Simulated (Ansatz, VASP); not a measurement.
## One calculation of Ba3TaH9, two programs

INCAR

```
SYSTEM = Ba3TaH9
  ALGO = Normal
  EDIFF = 1E-6
  ENCUT = 520
  GGA = PE
  ISIF = 2
  ISMEAR = 0
  LASPH = .True.
  LCHARG = .False.
  LREAL = .False.
  LWAVE = .False.
  NBANDS = 37
  NELM = 100
  PREC = Accurate
  SIGMA = 0.1
```

Contents of KPOINTS:

```
k-points
0
Gamma
  3 3 2
  0 0 0
```

The input POSCAR:

```
Ba3TaH9
1.0
    6.4439100000      0.0000000000      0.0000000000
   -3.2219550000      5.5805897600      0.0000000000
    0.0000000000      0.0000000000      8.1193266000
Ba Ta H
3 1 9
Direct
    0.6666666700      0.3333333300      0.6666666700
    0.0000000000      0.0000000000      0.0000000000
    0.3333333300      0.6666666700      0.3333333300
    0.0000000000      0.0000000000      0.5000000000
    0.1666666700      0.3333333300      0.6666666700
    0.6666666700      0.8333333300      0.6666666700
    0.1666666700      0.8333333300      0.6666666700
    0.5000000000      0.0000000000      0.0000000000
    0.0000000000      0.5000000000      0.0000000000
    0.5000000000      0.5000000000      0.0000000000
    0.8333333300      0.6666666700      0.3333333300
    0.3333333300      0.1666666700      0.3333333300
    0.8333333300      0.1666666700      0.3333333300
```

Input for Ansatz:

```yaml
crystal:
  lattice:
    - [6.44391, 0.0, 0.0]
    - [-3.221955, 5.58058976, 0.0]
    - [0.0, 0.0, 8.1193266]
  atoms:
    - { symbol: Ba, position: [0.66666667, 0.33333333, 0.66666667] }
    - { symbol: Ba, position: [0.0, 0.0, 0.0] }
    - { symbol: Ba, position: [0.33333333, 0.66666667, 0.33333333] }
    - { symbol: Ta, position: [0.0, 0.0, 0.5] }
    - { symbol: H, position: [0.16666667, 0.33333333, 0.66666667] }
    - { symbol: H, position: [0.66666667, 0.83333333, 0.66666667] }
    - { symbol: H, position: [0.16666667, 0.83333333, 0.66666667] }
    - { symbol: H, position: [0.5, 0.0, 0.0] }
    - { symbol: H, position: [0.0, 0.5, 0.0] }
    - { symbol: H, position: [0.5, 0.5, 0.0] }
    - { symbol: H, position: [0.83333333, 0.66666667, 0.33333333] }
    - { symbol: H, position: [0.33333333, 0.16666667, 0.33333333] }
    - { symbol: H, position: [0.83333333, 0.16666667, 0.33333333] }
basis:
  ecutwfc: 420
kpoints:
  mp_grid: { grid: [3, 3, 2] }
hamiltonian:
  xc: pbe
scf:
  occupations: { method: gaussian, width: 0.1 }
  lower_state_search: "off"
output:
  forces: true
  stress: true
  eigenvalues: true
```

Alike in both runs: task single point; functional PBE; k mesh 3 × 3 × 2; occupations gaussian, width 0.1 eV; no spin polarisation.

|  | VASP | Ansatz |
| --- | --- | --- |
| version | VASP 6.6.1 | Ansatz 0.2.0 |
| potentials or method | VASP PAW PBE potentials, release 64 (Ba_sv, Ta_pv, H), cutoff 520 eV | scalar-relativistic, plane waves, PAW |
| valence electrons in the cell | 50 | 52 |

|  | VASP | Ansatz | Ansatz less VASP |
| --- | --- | --- | --- |
| gap on the k mesh at the Fermi level (eV) | none | none | - |
| pressure (GPa) | -8.9 | -9.0 | -0.09 |
| traceless stress, the component that is largest in VASP (GPa) | -0.69 | -0.67 | +0.017 |
| rms of the force components (eV/Å) | 0.700 | 0.699 | -0.0009 |

Atom by atom the forces differ by 0.002 eV/Å (rms over components). A gap of «none» marks a metal or a gap that the smearing closes. With one functional, cell and mesh, what is left measures potentials, basis and numerics. VASP's potentials hold 50 valence electrons a cell and Ansatz's 52, so a difference there can come from the potentials and not from the codes.

The k mesh is coarse, so the values compare programs but aren't converged. Spin-orbit coupling is off throughout.
